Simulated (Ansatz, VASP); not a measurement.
# Two plane-wave programs on LiF

File INCAR:

```
PREC     = Accurate       # precision mode
ENCUT    = 520            # plane-wave cutoff, eV
EDIFF    = 1E-6           # SCF threshold, eV
ISMEAR   = 0              # smearing method
SIGMA    = 0.05           # smearing width, eV
LREAL    = F              # projectors in reciprocal space
LASPH    = T              # aspherical terms in the spheres
NELM     = 100            # most SCF steps
ALGO     = Normal         # electronic algorithm
ISIF     = 2              # what is computed and relaxed
LWAVE    = F              # write WAVECAR
LCHARG   = F              # write CHGCAR
GGA      = CA             # functional
NBANDS   = 18             # bands
```

The input KPOINTS:

```
Automatic mesh
0
Gamma
  9 9 6
```

File POSCAR:

```
LiF
1.0
    3.1154738578      0.0000000000      0.0000000000
   -1.5577369289      2.6980795057      0.0000000000
    0.0000000000      0.0000000000      4.4071493192
Li F
2 2
Direct
    0.3333333333      0.6666666667      0.3559038391
    0.6666666667      0.3333333333      0.8559038391
    0.3333333333      0.6666666667      0.9910195924
    0.6666666667      0.3333333333      0.4910195924
```

Input for Ansatz:

```yaml
crystal:
  lattice:
    - [3.1154738578, 0.0, 0.0]
    - [-1.5577369289, 2.6980795057, 0.0]
    - [0.0, 0.0, 4.4071493192]
  atoms:
    - { symbol: Li, position: [0.3333333333, 0.6666666667, 0.3559038391] }
    - { symbol: Li, position: [0.6666666667, 0.3333333333, 0.8559038391] }
    - { symbol: F, position: [0.3333333333, 0.6666666667, 0.9910195924] }
    - { symbol: F, position: [0.6666666667, 0.3333333333, 0.4910195924] }
basis:
  ecutwfc: 520.0
kpoints:
  mp_grid: { grid: [9, 9, 6] }
hamiltonian:
  xc: lda
scf:
  occupations: { method: gaussian, width: 0.05 }
output:
  forces: true
  stress: true
  eigenvalues: true
```

Alike in both runs: task single point; functional LDA; k mesh 9 × 9 × 6; occupations gaussian, width 0.05 eV; no spin polarisation.

|  | VASP | Ansatz |
| --- | --- | --- |
| version | VASP 6.6.1 | Ansatz 0.2.0 |
| potentials or method | VASP PAW LDA potentials, release 64 (Li_sv, F), cutoff 520 eV | scalar-relativistic, plane waves, PAW |
| valence electrons in the cell | 20 | 20 |

```tsv
	VASP	Ansatz	Ansatz less VASP
gap on the k mesh at the Fermi level (eV)	7.84	7.85	+0.014
least direct gap on the mesh (eV)	7.84	7.85	+0.014
rms of the force components (eV/Å)	0.938	0.913	-0.0250
```

LDA's correlation is that of Perdew and Zunger in VASP and of Perdew and Wang (1992) in Ansatz. Atom by atom the forces differ by 0.025 eV/Å (rms over components).

Noted on VASP's run: the cutoff is short for stress, so the pressure is rough.
